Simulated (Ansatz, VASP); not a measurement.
# MnO in VASP and in Ansatz

```
CELL_PARAMETERS angstrom
3.14508 0.00000 0.00000
1.57254 2.72372 0.00000
1.57254 0.90791 2.56795
ATOMIC_POSITIONS crystal
Mn 0.00000 0.00000 0.00000
O 0.50000 0.50000 0.50000
```

Alike in both runs: task single point; functional PBEsol; k mesh 10 × 10 × 10; occupations gaussian, width 0.1 eV; collinear spin.

|  | VASP | Ansatz |
| --- | --- | --- |
| version | VASP 6.6.1 | Ansatz 0.2.0 |
| potentials or method | VASP PAW PBE potentials, release 64 (Mn_pv, O), cutoff 520 eV | all-electron LAPW, scalar-relativistic |

|  | VASP | Ansatz | Ansatz less VASP |
| --- | --- | --- | --- |
| gap on the k mesh at the Fermi level (eV) | none | none | - |
| pressure (GPa) | -6.8 | -7.0 | -0.22 |
| net moment per atom (μB) | 2.39 | 2.39 | 0.000 |
| size of the moment on the site where the two differ most (μB) | 0.20 | 0.23 | +0.032 |

VASP's potentials were made for PBE, not for PBEsol. Site moments also hang on the region over which each program counts them. A gap of «none» marks a metal or a gap that the smearing closes. Ansatz ran all-electron here, and VASP with PAW potentials.
